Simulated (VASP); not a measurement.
# Zr2Ir (I4/mcm) in VASP: single point with LDA

Aim: the single point of Zr2Ir with LDA.

Everything below comes from runs of VASP 6.6.1. Logs are shortened: lines on timing, memory, paths and dates and some standing lists are left out, and cuts for length are marked.

### 1 The cell of the first run

The structure is tetragonal, space group I4/mcm (No. 140). Conventional cell: a = 6.429 Å, b = 6.429 Å, c = 5.571 Å, α = 90.00°, β = 90.00°, γ = 90.00°. Within 3.7 Å of Zr (site symmetry m2m) lie 4 Ir at 2.77 Å and 11 Zr at 3.02 to 3.51 Å. Ir (site symmetry 422) has 8 Zr at 2.77 Å and 2 Ir at 2.79 Å within 3.7 Å.

### 2 Single point, LDA

Input file INCAR:

```
PREC     = Accurate       # precision mode
ENCUT    = 520            # plane-wave cutoff, eV
EDIFF    = 1E-7           # SCF threshold, eV
ISMEAR   = -1             # smearing method
SIGMA    = 0.15           # smearing width, eV
LREAL    = False          # projectors in reciprocal space
LASPH    = True           # aspherical terms in the spheres
NELM     = 60             # most SCF steps
ALGO     = Fast           # electronic algorithm
ISIF     = 2              # what is computed and relaxed
LWAVE    = False          # write WAVECAR
LCHARG   = False          # write CHGCAR
NBANDS   = 42             # bands
```

Input file KPOINTS:

```
Automatic mesh
0
Gamma
  8 8 8
```

Input file POSCAR:

```
Zr2Ir
1.0
   -3.2146768145      3.2146768145      2.7856717639
    3.2146768145     -3.2146768145      2.7856717639
    3.2146768145      3.2146768145     -2.7856717639
Zr Ir
4 2
Direct
    0.6662993993      0.1662993993      0.8325987986
    0.3337006007      0.8337006007      0.1674012014
    0.8337006007      0.6662993993      0.5000000000
    0.1662993993      0.3337006007      0.5000000000
    0.7500000000      0.7500000000      0.0000000000
    0.2500000000      0.2500000000      0.0000000000
```

Potentials or basis: VASP PAW LDA potentials, release 64 (Zr_sv, Ir).

Command:

```
cat potpaw_LDA.64/Zr_sv/POTCAR potpaw_LDA.64/Ir/POTCAR > POTCAR
mpirun -np 1 vasp_std > vasp.out
```

OUTCAR:

```text
PREC = Accurate
   ENCUT = 520
   EDIFF = 1E-7
   ISMEAR = -1
   LREAL = False
   LASPH = True
   NELM = 60
   ISIF = 2

 ion  position               nearest neighbor table
   1  0.666  0.166  0.833-   6 2.77   5 2.77   5 2.77   6 2.77   2 3.02   2 3.17   2 3.17   3 3.39
                             4 3.39   3 3.39   4 3.39   4 3.51   3 3.51   3 3.51   4 3.51
   2  0.334  0.834  0.167-   5 2.77   6 2.77   6 2.77   5 2.77   1 3.02   1 3.17   1 3.17   4 3.39
                             4 3.39   3 3.39   3 3.39   3 3.51   4 3.51   4 3.51   3 3.51
   3  0.834  0.666  0.500-   6 2.77   5 2.77   5 2.77   6 2.77   4 3.02   4 3.17   4 3.17   1 3.39
                             2 3.39   1 3.39   2 3.39   1 3.51   1 3.51   2 3.51   2 3.51
   4  0.166  0.334  0.500-   5 2.77   6 2.77   6 2.77   5 2.77   3 3.02   3 3.17   3 3.17   2 3.39
                             1 3.39   2 3.39   1 3.39   2 3.51   1 3.51   1 3.51   2 3.51
   5  0.750  0.750  0.000-   2 2.77   4 2.77   1 2.77   2 2.77   3 2.77   3 2.77   1 2.77   4 2.77
                             6 2.79   6 2.79
   6  0.250  0.250  0.000-   3 2.77   2 2.77   1 2.77   2 2.77   4 2.77   4 2.77   3 2.77   1 2.77
                             5 2.79   5 2.79

  LATTYP: Found a body centered tetragonal cell.
 ALAT       =     6.4293536290
 C/A-ratio  =     0.8665479999

  Lattice vectors:

 A1 = (  -3.2146768145,   3.2146768145,   2.7856717639)
 A2 = (   3.2146768145,  -3.2146768145,   2.7856717639)
 A3 = (   3.2146768145,   3.2146768145,  -2.7856717639)

Analysis of symmetry for initial positions (statically):
=====================================================================
 Subroutine PRICEL returns:
 Original cell was already a primitive cell.

 Routine SETGRP: Setting up the symmetry group for a
 body centered tetragonal supercell.

 Subroutine GETGRP returns: Found 16 space group operations
 (whereof  8 operations were pure point group operations)
 out of a pool of 16 trial point group operations.

The static configuration has the point symmetry C_4h.
 The point group associated with its full space group is D_4h.

Analysis of symmetry for dynamics (positions and initial velocities):
=====================================================================
 Subroutine PRICEL returns:
 Original cell was already a primitive cell.

 Routine SETGRP: Setting up the symmetry group for a
 body centered tetragonal supercell.

 Subroutine GETGRP returns: Found 16 space group operations
 (whereof  8 operations were pure point group operations)
 out of a pool of 16 trial point group operations.

The dynamic configuration has the point symmetry C_4h.
 The point group associated with its full space group is D_4h.

 Subroutine INISYM returns: Found 16 space group operations
 (whereof  8 operations are pure point group operations),
 and found     1 'primitive' translations

----------------------------------------------------------------------------------------

                                     Primitive cell

  volume of cell :     115.1502

  direct lattice vectors                    reciprocal lattice vectors
    -3.214676815  3.214676815  2.785671764     0.000000000  0.155536631  0.179489919
     3.214676815 -3.214676815  2.785671764     0.155536631  0.000000000  0.179489919
     3.214676815  3.214676815 -2.785671764     0.155536631  0.155536631  0.000000000

  length of vectors
     5.331815940  5.331815940  5.331815940     0.237504262  0.237504262  0.219962012

  position of ions in fractional coordinates (direct lattice)
     0.666299399  0.166299399  0.832598799
     0.333700601  0.833700601  0.167401201
     0.833700601  0.666299399  0.500000000
     0.166299399  0.333700601  0.500000000
     0.750000000  0.750000000  0.000000000
     0.250000000  0.250000000  0.000000000

  ion indices of the primitive-cell ions
   primitive index   ion index
                 1           1
                 2           2
                 3           3
                 4           4
                 5           5
                 6           6

----------------------------------------------------------------------------------------

 KPOINTS: Automatic mesh

Automatic generation of k-mesh.
 Grid dimensions read from file:
 generate k-points for:    8    8    8

 Generating k-lattice:

  Cartesian coordinates                     Fractional coordinates (reciprocal lattice)
     0.000000000  0.019442079  0.022436240     0.125000000  0.000000000 -0.000000000
     0.019442079  0.000000000  0.022436240     0.000000000  0.125000000 -0.000000000
     0.019442079  0.019442079  0.000000000     0.000000000  0.000000000  0.125000000

  Length of vectors
     0.029688033  0.029688033  0.027495252

  Shift w.r.t. Gamma in fractional coordinates (k-lattice)
     0.000000000  0.000000000  0.000000000

 Subroutine IBZKPT returns following result:
 ===========================================

 Found     59 irreducible k-points:

 Following reciprocal coordinates:
            Coordinates               Weight
  0.000000  0.000000  0.000000      1.000000
  0.125000  0.000000  0.000000      8.000000
  0.250000  0.000000  0.000000      8.000000
  0.375000  0.000000  0.000000      8.000000
  0.500000  0.000000  0.000000      4.000000
  0.125000  0.125000  0.000000      8.000000
[... 16 lines left out ...]
  0.250000  0.125000  0.125000     16.000000
  0.375000  0.125000  0.125000      8.000000
 [... further k-points ...]
   k-points           NKPTS =     59   k-points in BZ     NKDIM =     59   number of bands    NBANDS=     42
   number of dos      NEDOS =    301   number of ions     NIONS =      6
   total plane-waves  NPLWV =  64000
   dimension x,y,z NGX =    40 NGY =   40 NGZ =   40
   dimension x,y,z NGXF=    80 NGYF=   80 NGZF=   80
   ions per type =               4   2
   NGX,Y,Z   is equivalent  to a cutoff of  12.47, 12.47, 12.47 a.u.
   NGXF,Y,Z  is equivalent  to a cutoff of  24.94, 24.94, 24.94 a.u.
 SYSTEM =  unknown system
   PREC   = accura    normal or accurate (medium, high low for compatibility)
   ISTART =      0    job   : 0-new  1-cont  2-samecut
   ICHARG =      2    charge: 1-file 2-atom 10-const
   ISPIN  =      1    spin polarized calculation?
   LNONCOLLINEAR =      F non collinear calculations
   LSORBIT =      F    spin-orbit coupling
   LASPH  =      T    aspherical Exc in radial PAW
   ENCUT  =  520.0 eV  38.22 Ry    6.18 a.u.   9.91  9.91  9.91*2*pi/ulx,y,z
   NELM   =     60;   NELMIN=  2; NELMDL= -5     # of ELM steps
   EDIFF  = 0.1E-06   stopping-criterion for ELM
   LREAL  =      F    real-space projection
   EDIFFG = 0.1E-05   stopping-criterion for IOM
   NSW    =      0    number of steps for IOM
   IBRION =     -1    ionic relax: 0-MD 1-quasi-New 2-CG
   NFREE  =      0    steps in history (QN), initial steepest desc. (CG)
   ISIF   =      2    stress and relaxation
   ISYM   =      2    0-nonsym 1-usesym 2-fastsym
   POTIM  = 0.5000    time-step for ionic-motion
   TEBEG  =    0.0;   TEEND  =   0.0 temperature during run
   PSTRESS=    0.0 pullay stress
   NELECT =      66.0000    total number of electrons
   NUPDOWN=      -1.0000    fix difference up-down
   EMIN   =  10.00;   EMAX   =-10.00  energy-range for DOS
   EFERMI =   0.00;   METHOD = LEGACY
   ISMEAR =    -1;   SIGMA  =   0.15  broadening in eV -4-tet -1-fermi 0-gaus
   EFERMI_NEDOS =   21; number of points for ismear=-14 and -15
   IALGO  =     68    algorithm
   IMIX   =      4    mixing-type and parameters
     AMIX     =   0.40;   BMIX     =  1.00
     AMIX_MAG =   1.60;   BMIX_MAG =  1.00
  volume/ion in A,a.u.               =      19.19       129.51
  Fermi-wavevector in a.u.,A,eV,Ry     =   1.359882  2.569805 25.160976  1.849280
  Thomas-Fermi vector in A             =   2.486592
   LORBIT       =      0    0 simple, 1 ext, 2 COOP (PROOUT), +10 PAW based schemes
   GGA     = CA    functional components
   LHFCALC =     F    Hartree Fock is set to
   AEXX    =    0.0000 exact exchange contribution
   IVDW    =     0    specifies the selected vdW correction
   LEPSILON=     F    determine dielectric tensor
   LRPA    =     F    only Hartree local field effects (RPA)
 non-spin polarized calculation
 RMM-DIIS sequential band-by-band and
  energy-cutoff  :      520.00
  volume of cell :      115.15
 maximum number of plane-waves:      3132
   NGX = 19   NGY = 19   NGZ = 19

 number of electron      66.0000002 magnetization

 Free energy of the ion-electron system (eV)
  ---------------------------------------------------
  ext. energy  EPLUGINS =         0.00000000
  ---------------------------------------------------
  free energy    TOTEN  =       -62.18565588 eV

  energy without entropy =      -61.67902359  energy(sigma->0) =      -61.93233974

 E-fermi :   9.5158     XC(G=0): -12.2128

 val. band max:        9.4851231373   @ k =  -0.2500   0.2500   0.0000
 cond. band min:       9.5182745789   @ k =   0.2500   0.1250   0.1250
 fundamental gap:      0.0331514416
 Fermi energy:         9.5157525859

 k-point     1 :       0.0000    0.0000    0.0000
  band No.  band energies     occupation
      1     -38.7898      2.00000
      2     -38.7078      2.00000
      3     -38.6466      2.00000
      4     -38.6466      2.00000
      5     -17.2920      2.00000
      6     -17.1078      2.00000
[... 34 lines left out ...]
     41      11.6583      0.00000
     42      12.1898      0.00000

 k-point     2 :       0.1250    0.0000    0.0000
  band No.  band energies     occupation
      1     -38.7841      2.00000
      2     -38.7073      2.00000
      3     -38.6500      2.00000
      4     -38.6490      2.00000
      5     -17.3005      2.00000
      6     -17.1667      2.00000
[... 34 lines left out ...]
     41      12.0211      0.00000
     42      12.3495      0.00000

 k-point     3 :       0.2500    0.0000    0.0000
  band No.  band energies     occupation
      1     -38.7681      2.00000
      2     -38.7063      2.00000
      3     -38.6591      2.00000
      4     -38.6554      2.00000
      5     -17.3147      2.00000
      6     -17.2319      2.00000
[... 897 lines left out ...]
      4     -38.6631      2.00000
      5     -17.2899      2.00000
      6     -17.2612      2.00000
[... 34 lines left out ...]
     41      12.5568      0.00000
     42      13.1181      0.00000

 k-point    24 :       0.3750    0.1250    0.1250
  band No.  band energies     occupation
      1     -38.7215      2.00000
      2     -38.7215      2.00000
      3     -38.6721      2.00000
      4     -38.6721      2.00000
      5     -17.2796      2.00000
      6     -17.2796      2.00000
[... 34 lines left out ...]
     41      12.9291      0.00000
     42      12.9312      0.00000

 [... further k-points ...]

------------------------ aborting loop because EDIFF is reached ----------------------------------------

  FORCE on cell =-STRESS in cart. coord.  units (eV):
  Direction    XX          YY          ZZ          XY          YZ          ZX
  --------------------------------------------------------------------------------------
  -------------------------------------------------------------------------------------
  Total        0.3361580      0.3361580      0.4517199      0.0000000      0.0000000      0.0000000
  in kB        4.6772375      4.6772375      6.2851443      0.0000000      0.0000000      0.0000000
  external PRESSURE =       5.2132064 kB  Pullay stress =       0.0000000 kB

 VOLUME and BASIS-vectors are now :
 -----------------------------------------------------------------------------
  energy-cutoff  :      520.00
  volume of cell :      115.15
      direct lattice vectors                 reciprocal lattice vectors
    -3.214676815  3.214676815  2.785671764     0.000000000  0.155536631  0.179489919
     3.214676815 -3.214676815  2.785671764     0.155536631  0.000000000  0.179489919
     3.214676815  3.214676815 -2.785671764     0.155536631  0.155536631  0.000000000

 POSITION                                       TOTAL-FORCE (eV/Angst)
 -----------------------------------------------------------------------------------
      1.06920      4.28387      0.00000        -0.018728     -0.018728     -0.000000
      2.14548     -1.06920      2.78567         0.018728      0.018728      0.000000
      1.06920      2.14548      2.78567        -0.018728      0.018728      0.000000
      2.14548      1.06920      0.00000         0.018728     -0.018728      0.000000
      0.00000      0.00000      4.17851         0.000000      0.000000     -0.000000
      0.00000      0.00000      1.39284         0.000000      0.000000     -0.000000
 -----------------------------------------------------------------------------------
    total drift:                                0.000000      0.000000     -0.000000

  FREE ENERGIE OF THE ION-ELECTRON SYSTEM (eV)
  ---------------------------------------------------
  free  energy   TOTEN  =       -62.1856558828 eV

  energy  without entropy=      -61.6790235929  energy(sigma->0) =      -61.93233974
```

Run time: 17 min. Hardware: 1 thread of Intel Xeon Platinum 8259CL at 2.50GHz (Skylake/Cascade Lake), shared host; peak memory 0.36 GiB.

What came out:

| Property | Result |
| --- | --- |
| Free energy | -62.1857 eV |
| Pressure | 0.5 GPa |
| Largest force | 0.026 eV/Å |
| Band gap on the k mesh | zero (bands 33 and 34 overlap by 0.91 eV) |

Forces in eV/Å, atoms in the order of the input:
```
Zr  -0.019 -0.019  0.000
Zr   0.019  0.019  0.000
Zr  -0.019  0.019  0.000
Zr   0.019 -0.019  0.000
Ir   0.000  0.000  0.000
Ir   0.000  0.000  0.000
```

Caveat: spin-orbit coupling is left out, which moves the levels of the heavy elements.
